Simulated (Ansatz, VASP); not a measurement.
Two plane-wave programs on As3Pt

Contents of POSCAR:

```
As3Pt
1.0
    4.2330406847      0.0000000000      0.0000000000
    0.0000000000      4.2330406847      0.0000000000
    0.0000000000      0.0000000000      4.2330406847
As Pt
3 1
Direct
    0.0000000000      0.5000000000      0.5000000000
    0.5000000000      0.0000000000      0.5000000000
    0.5000000000      0.5000000000      0.0000000000
    0.0000000000      0.0000000000      0.0000000000
```

Contents of INCAR.step1:

```
PREC = Accurate
ENCUT = 600
ISMEAR = 0
SIGMA = 0.1
LREAL = F
LASPH = T
NELM = 80
GGA = PE
ALGO = Normal
EDIFF = 1E-4
LWAVE = T
LCHARG = F
```

File INCAR.step2:

```
PREC = Accurate
ENCUT = 600
EDIFF = 1E-6
ISMEAR = 0
SIGMA = 0.1
LREAL = F
LASPH = T
NELM = 80
ALGO = Normal
ISIF = 3
LWAVE = F
LCHARG = F
METAGGA = R2SCAN
LMIXTAU = T
IBRION = 2
NSW = 90
EDIFFG = -0.04
ISTART = 1
```

Contents of KPOINTS:

```
regular mesh
0
Gamma
  4 4 4
```

Input for Ansatz:

```yaml
crystal:
  lattice:
    - [4.2330406847, 0.0, 0.0]
    - [0.0, 4.2330406847, 0.0]
    - [0.0, 0.0, 4.2330406847]
  atoms:
    - { symbol: As, position: [0.0, 0.5, 0.5] }
    - { symbol: As, position: [0.5, 0.0, 0.5] }
    - { symbol: As, position: [0.5, 0.5, 0.0] }
    - { symbol: Pt, position: [0.0, 0.0, 0.0] }
basis:
  ecutwfc: 500
kpoints:
  mp_grid: { grid: [4, 4, 4] }
hamiltonian:
  xc: r2scan
scf:
  occupations: { method: gaussian, width: 0.1 }
  lower_state_search: "off"
output:
  forces: true
  stress: true
  eigenvalues: true
relax:
  adjacent_minimum: "off"
  f_tol: 0.04
  max_steps: 70
  cell: { stress_tol: 0.4 }
```

Alike in both runs: task relaxation of cell and atoms; functional r2SCAN; k mesh 4 × 4 × 4; occupations gaussian, width 0.1 eV; no spin polarisation.

```csv
,VASP,Ansatz
version,VASP 6.6.1,Ansatz 0.2.0
potentials or method,"VASP PAW PBE potentials, release 64 (As, Pt), cutoff 600 eV","scalar-relativistic, plane waves, PAW"
valence electrons in the cell,25,63
```

Ansatz gave:

| Property | Result |
| --- | --- |
| gap on the k mesh at the Fermi level, each at its own relaxed structure (eV) | none |
| relaxed volume (Å³/atom) | 17.55 |
| relaxed cell length with the largest relative difference (Å) | 4.125 |

Task: What did VASP give for the same quantities?

Result: gap on the k mesh at the Fermi level, each at its own relaxed structure (eV): none; relaxed volume (Å³/atom): 17.58; relaxed cell length with the largest relative difference (Å): 4.127.

VASP's potentials were made for PBE, not for r2SCAN. A gap of «none» marks a metal or a gap that the smearing closes. VASP's potentials hold 25 valence electrons a cell and Ansatz's 63, so a difference there can come from the potentials and not from the codes.

The k mesh is coarse, so the values compare programs but aren't converged. Neither program's run includes spin-orbit coupling.
